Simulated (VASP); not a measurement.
# Al12NO in VASP: a series of runs

Al12NO is run at these levels: PBE; tasks: single point.

All numbers are computed with VASP 6.6.1; they aren't measurements. Logs are shortened: lines on timing, memory, paths and dates and some standing lists are left out, and cuts for length are marked.

### Step 1. The cell of the first run

The cell holds a slab with vacuum, 14 atoms: a = 5.714 Å, b = 5.714 Å, c = 22.175 Å, α = 90.00°, β = 90.00°, γ = 90.00°.

### Step 2. Single point, PBE, collinear spin, ferromagnetic start

File INCAR:

```
SYSTEM = Al12NO
  PREC = Accurate
  ENCUT = 520
  EDIFF = 1E-6
  ISMEAR = 0
  SIGMA = 0.1
  LREAL = .False.
  LASPH = .True.
  NELM = 150
  ALGO = Normal
  ISIF = 2
  LWAVE = .False.
  LCHARG = .False.
  ISPIN = 2
  MAGMOM = 0 0 0 0 0 0 0 0 0 0 0 0 1 0
  LORBIT = 11
  LDIPOL = .True.
  IDIPOL = 3
  DIPOL = 0.5 0.5 0.293
  GGA = PE
  NBANDS = 40
```

File KPOINTS:

```
Automatic mesh
0
Gamma
  5 5 1
  0 0 0
```

File POSCAR:

```
Al12NO
1.0
    5.7143028096      0.0000000000      0.0000000000
    0.0000000000      5.7143028096      0.0000000000
    0.0000000000      0.0000000000     22.1750227966
Al N O
12 1 1
Direct
    0.2500000000      0.2500000000      0.1803831291
    0.2500000000      0.7500000000      0.1803831291
    0.7500000000      0.2500000000      0.1803831291
    0.7500000000      0.7500000000      0.1803831291
    0.0000000000      0.0000000000      0.2744094953
    0.0000000000      0.5000000000      0.2744094953
    0.5000000000      0.0000000000      0.2744094953
    0.5000000000      0.5000000000      0.2744094953
    0.2500000000      0.2500000000      0.3686590481
    0.2500000000      0.7500000000      0.3686590481
    0.7500000000      0.2500000000      0.3686590481
    0.7500000000      0.7500000000      0.3686590481
    0.3023380913      0.5000000000      0.4047356740
    0.6976619087      0.5000000000      0.4047356740
```

Potentials or basis: VASP PAW PBE potentials, release 64 (Al, N, O).

Started as:

```
$ cat potpaw_PBE.64/Al/POTCAR potpaw_PBE.64/N/POTCAR potpaw_PBE.64/O/POTCAR > POTCAR
$ mpirun -np 1 vasp_std > vasp.out
```

OUTCAR:

```text
SYSTEM = Al12NO
   PREC = Accurate
   ENCUT = 520
   EDIFF = 1E-6
   ISMEAR = 0
   LREAL = .False.
   LASPH = .True.
   NELM = 150
   ISIF = 2
   ISPIN = 2
   LORBIT = 11
   GGA = PE

 ion  position               nearest neighbor table
   1  0.250  0.250  0.180-   2 2.86   3 2.86   2 2.86   3 2.86   7 2.90   8 2.90   5 2.90   6 2.90

   2  0.250  0.750  0.180-   1 2.86   4 2.86   1 2.86   4 2.86   7 2.90   8 2.90   5 2.90   6 2.90

   3  0.750  0.250  0.180-   1 2.86   4 2.86   4 2.86   1 2.86   7 2.90   8 2.90   5 2.90   6 2.90
[... 4 lines left out ...]
                            11 2.91  12 2.91   9 2.91  10 2.91
   6  0.000  0.500  0.274-   5 2.86   8 2.86   5 2.86   8 2.86   1 2.90   2 2.90   3 2.90   4 2.90
                            11 2.91  12 2.91   9 2.91  10 2.91
   7  0.500  0.000  0.274-   5 2.86   8 2.86   8 2.86   5 2.86   1 2.90   2 2.90   3 2.90   4 2.90
                            11 2.91  12 2.91   9 2.91  10 2.91
   8  0.500  0.500  0.274-   6 2.86   7 2.86   7 2.86   6 2.86   1 2.90   2 2.90   3 2.90   4 2.90
                            11 2.91  12 2.91   9 2.91  10 2.91
   9  0.250  0.250  0.369-  13 1.66  11 2.86  10 2.86  10 2.86  11 2.86   6 2.91   7 2.91   8 2.91
                             5 2.91
  10  0.250  0.750  0.369-  13 1.66  12 2.86   9 2.86   9 2.86  12 2.86   6 2.91   7 2.91   8 2.91
                             5 2.91
  11  0.750  0.250  0.369-  14 1.66  12 2.86   9 2.86  12 2.86   9 2.86   6 2.91   7 2.91   8 2.91
                             5 2.91
  12  0.750  0.750  0.369-  14 1.66  11 2.86  10 2.86  11 2.86  10 2.86   6 2.91   7 2.91   8 2.91
                             5 2.91
  13  0.302  0.500  0.405-   9 1.66  10 1.66
  14  0.698  0.500  0.405-  11 1.66  12 1.66

  LATTYP: Found a simple tetragonal cell.
 ALAT       =     5.7143028096
 C/A-ratio  =     3.8806173798

  Lattice vectors:

 A1 = (   5.7143028096,   0.0000000000,   0.0000000000)
 A2 = (   0.0000000000,   5.7143028096,   0.0000000000)
 A3 = (   0.0000000000,   0.0000000000,  22.1750227966)

Analysis of symmetry for initial positions (statically):
=====================================================================
 Subroutine PRICEL returns:
 Original cell was already a primitive cell.

 Routine SETGRP: Setting up the symmetry group for a
 simple tetragonal supercell.

 Subroutine GETGRP returns: Found  2 space group operations
 (whereof  2 operations were pure point group operations)
 out of a pool of 16 trial point group operations.

[... 544 lines left out ...]
      1     -20.2225      1.00000
      2     -15.1696      1.00000
      3     -11.0408      1.00000
      4      -8.6495      1.00000
      5      -7.8752      1.00000
      6      -7.1017      1.00000
[... 331 lines left out ...]
     34       1.7790      0.00000
     35       2.0754      0.00000
 [bands above 35 left out]

------------------------ aborting loop because EDIFF is reached ----------------------------------------

 vacuum level on the upper side and lower side of the slab       (xc-potential included)         0.428        -0.428

  FORCE on cell =-STRESS in cart. coord.  units (eV):
  Direction    XX          YY          ZZ          XY          YZ          ZX
  --------------------------------------------------------------------------------------
  -------------------------------------------------------------------------------------
  Total        2.1812223      4.0032093      4.7617350      0.0000000      0.0000000      0.7768004
  in kB        4.8263625      8.8578496     10.5362297      0.0000000      0.0000000      1.7188162
  external PRESSURE =       8.0734806 kB  Pullay stress =       0.0000000 kB

 VOLUME and BASIS-vectors are now :
 -----------------------------------------------------------------------------
  energy-cutoff  :      520.00
  volume of cell :      724.09
      direct lattice vectors                 reciprocal lattice vectors
     5.714302810  0.000000000  0.000000000     0.174999476  0.000000000  0.000000000
     0.000000000  5.714302810  0.000000000     0.000000000  0.174999476  0.000000000
     0.000000000  0.000000000 22.175022797     0.000000000  0.000000000  0.045095782

 POSITION                                       TOTAL-FORCE (eV/Angst)
 -----------------------------------------------------------------------------------
      1.42858      1.42858      4.00000        -0.066970     -0.037911      0.076268
      1.42858      4.28573      4.00000        -0.066970      0.037911      0.076268
      4.28573      1.42858      4.00000         0.067362     -0.013657     -0.053179
      4.28573      4.28573      4.00000         0.067362      0.013657     -0.053179
      0.00000      0.00000      6.08504        -0.031165      0.000000      0.057553
      0.00000      2.85715      6.08504        -0.179265      0.000000     -0.396826
      2.85715      0.00000      6.08504         0.045777      0.000000      0.251623
      2.85715      2.85715      6.08504         0.100896      0.000000     -0.459382
      1.42858      1.42858      8.17502        -0.932071     -3.326671     -1.411465
      1.42858      4.28573      8.17502        -0.932071      3.326671     -1.411465
      4.28573      1.42858      8.17502         0.559593     -2.043456     -0.747008
      4.28573      4.28573      8.17502         0.559593      2.043456     -0.747008
      1.72765      2.85715      8.97502        -0.409796      0.000000      2.701261
      3.98665      2.85715      8.97502         1.217725      0.000000      2.116537
 -----------------------------------------------------------------------------------
    total drift:                               -0.000123      0.000000     -0.000047

  FREE ENERGIE OF THE ION-ELECTRON SYSTEM (eV)
  ---------------------------------------------------
  free  energy   TOTEN  =       -55.9060944672 eV

  energy  without entropy=      -55.8849062112  energy(sigma->0) =      -55.89550034

 vacuum level on the upper side and lower side of the slab         4.118         3.241

 total charge

# of ion       s       p       d       tot
------------------------------------------
    1        0.470   0.286   0.000   0.756
    2        0.470   0.286   0.000   0.756
    3        0.464   0.293   0.000   0.756
    4        0.464   0.293   0.000   0.756
    5        0.434   0.318   0.000   0.752
    6        0.437   0.330   0.000   0.767
    7        0.426   0.324   0.000   0.750
    8        0.439   0.325   0.000   0.764
    9        0.435   0.418   0.000   0.853
   10        0.435   0.418   0.000   0.853
   11        0.422   0.375   0.000   0.797
   12        0.422   0.375   0.000   0.797
   13        1.308   2.471   0.000   3.779
   14        1.589   3.561   0.000   5.151
--------------------------------------------------
tot          8.216  10.073   0.000  18.289

 magnetization (x)

# of ion       s       p       d       tot
------------------------------------------
    1       -0.000   0.000   0.000  -0.000
    2       -0.000   0.000   0.000  -0.000
    3       -0.000   0.000   0.000  -0.000
    4       -0.000   0.000   0.000  -0.000
    5        0.000   0.000   0.000   0.000
    6       -0.000  -0.000   0.000  -0.000
    7       -0.000   0.000   0.000  -0.000
    8       -0.000   0.000   0.000  -0.000
    9        0.000   0.000   0.000   0.000
   10        0.000   0.000   0.000   0.000
   11        0.000   0.000   0.000   0.000
   12        0.000   0.000   0.000   0.000
   13        0.000  -0.000   0.000  -0.000
   14       -0.000  -0.000   0.000  -0.000
--------------------------------------------------
tot          0.000  -0.000   0.000  -0.000
```

Run time: 25 min. Hardware: 1 thread of Oxide Virtual Turin-like, shared host; peak memory 1 GiB.

Results:

| Quantity | Value |
| --- | --- |
| Free energy | -55.9061 eV |
| Largest force | 3.732 eV/Å |
| Net moment | 0.00 μB per cell |
| Valence electrons inside the program's atomic spheres | Al 0.76, 0.75, 0.77, 0.85, 0.80 (each value once); N 3.78; O 5.15 |

Forces on the atoms (eV/Å):
```
Al  -0.067 -0.038  0.076
Al  -0.067  0.038  0.076
Al   0.067 -0.014 -0.053
Al   0.067  0.014 -0.053
Al  -0.031  0.000  0.058
Al  -0.179  0.000 -0.397
Al   0.046  0.000  0.252
Al   0.101  0.000 -0.459
Al  -0.932 -3.327 -1.411
Al  -0.932  3.327 -1.411
Al   0.560 -2.043 -0.747
Al   0.560  2.043 -0.747
N   -0.410  0.000  2.701
O    1.218  0.000  2.117
```

Levels at points of the mesh, in eV from the Fermi level:
Spin up:
| k point | band 22 | band 23 | band 24 | band 25 | band 26 | band 27 |
| --- | --- | --- | --- | --- | --- | --- |
| (0.00, 0.00, 0.00) | -0.42 | -0.36 | -0.24 | -0.14 | 0.04 | 0.68 |
Spin down:
```csv
k point,band 20,band 21,band 22,band 23,band 24,band 25,band 26,band 27,band 28,band 29
"(0.00, 0.00, 0.00)",-1.11,-0.81,-0.42,-0.36,-0.24,-0.14,0.04,0.68,0.84,1.66
```

### Step 3. Single point, PBE, collinear spin, ferromagnetic start

File INCAR:

```
ALGO = Fast
DIPOL = 0.5 0.5 0.295
EDIFF = 1E-7
ENCUT = 520
GGA = PE
IDIPOL = 3
ISIF = 2
ISMEAR = 0
ISPIN = 2
LASPH = True
LCHARG = False
LDIPOL = True
LORBIT = 11
LREAL = False
LWAVE = False
MAGMOM = 0 0 0 0 0 0 0 0 0 0 0 0 1 0
NBANDS = 40
NELM = 150
PREC = Accurate
SIGMA = 0.1
```

File KPOINTS:

```
k-points
0
Gamma
  5 5 1
```

POSCAR, as its differences from that of step 2:

```diff
@@ -20,3 +20,3 @@
     0.7500000000      0.7500000000      0.3686590481
-    0.3023380913      0.5000000000      0.4047356740
-    0.6976619087      0.5000000000      0.4047356740
+    0.3607879165      0.5000000000      0.4191663243
+    0.6392120835      0.5000000000      0.4191663243
```

Potentials or basis: VASP PAW PBE potentials, release 64 (Al, N, O).

Started as:

```
$ cat potpaw_PBE.64/Al/POTCAR potpaw_PBE.64/N/POTCAR potpaw_PBE.64/O/POTCAR > POTCAR
$ mpirun -np 1 vasp_std > vasp.out
```

Run time: 37 min. Hardware: 1 thread of Oxide Virtual Turin-like, shared host; peak memory 1 GiB.

It converged, with:

```
Free energy                                           : -56.0871 eV
Largest force                                         : 0.516 eV/Å
Net moment                                            : 0.00 μB per cell
Valence electrons inside the program's atomic spheres : Al 0.76, 0.74, 0.77 (each value once); N 3.59; O 4.96
```

Forces on the atoms (eV/Å):
```
Al   0.002 -0.013  0.069
Al   0.002  0.013  0.069
Al  -0.001  0.088  0.067
Al  -0.001 -0.088  0.067
Al  -0.028  0.000 -0.151
Al  -0.107  0.000 -0.014
Al   0.049  0.000  0.173
Al   0.133  0.000 -0.270
Al  -0.332 -0.245  0.239
Al  -0.332  0.245  0.239
Al   0.238 -0.183  0.180
Al   0.238  0.183  0.180
N    0.256  0.000 -0.448
O   -0.116  0.000 -0.403
```

Levels at points of the mesh, in eV from the Fermi level:
Spin up:
```csv
k point,band 20,band 21,band 22,band 23,band 24,band 25,band 26,band 27,band 28,band 29
"(0.00, 0.00, 0.00)",-1.26,-1.14,-0.55,-0.41,-0.34,-0.26,0.19,0.42,1.01,1.29
```
Spin down:
```csv
k point,band 21,band 22,band 23,band 24,band 25,band 26,band 27,band 28
"(0.00, 0.00, 0.00)",-1.14,-0.55,-0.41,-0.34,-0.26,0.19,0.42,1.01
```

(Part 1 of 2 ends here.)
